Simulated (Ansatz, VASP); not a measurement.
**Na4CdIr: VASP beside Ansatz**

```
Na Cd Ir
1.0
     0.00000    3.99224    3.99224
     3.99224    0.00000    3.99224
     3.99224    3.99224    0.00000
Na Cd Ir
4 1 1
Direct
  0.11992 0.62669 0.62669
  0.62669 0.62669 0.62669
  0.62669 0.11992 0.62669
  0.62669 0.62669 0.11992
  0.25000 0.25000 0.25000
  0.00000 0.00000 0.00000
```

Alike in both runs: functional PBE; k mesh 8 × 8 × 8; occupations gaussian, width 0.1 eV; no spin polarisation.

Ansatz relaxed the structure, and its values are those at the end. VASP's run is a single point on that final structure, the one shown.

|  | VASP | Ansatz |
| --- | --- | --- |
| version | VASP 6.6.1 | Ansatz 0.2.0 |
| potentials or method | VASP PAW PBE potentials, release 64 (Na_pv, Cd, Ir), cutoff 520 eV | scalar-relativistic, plane waves, PAW |
| valence electrons in the cell | 49 | 73 |

|  | VASP | Ansatz | Ansatz less VASP |
| --- | --- | --- | --- |
| gap on the k mesh at the Fermi level (eV) | none | none | - |
| pressure (GPa) | 0.1 | 0.0 | -0.05 |

A gap of «none» marks a metal or a gap that the smearing closes. VASP's potentials hold 49 valence electrons a cell and Ansatz's 73, so a difference there can come from the potentials and not from the codes.

Spin-orbit coupling is off throughout.
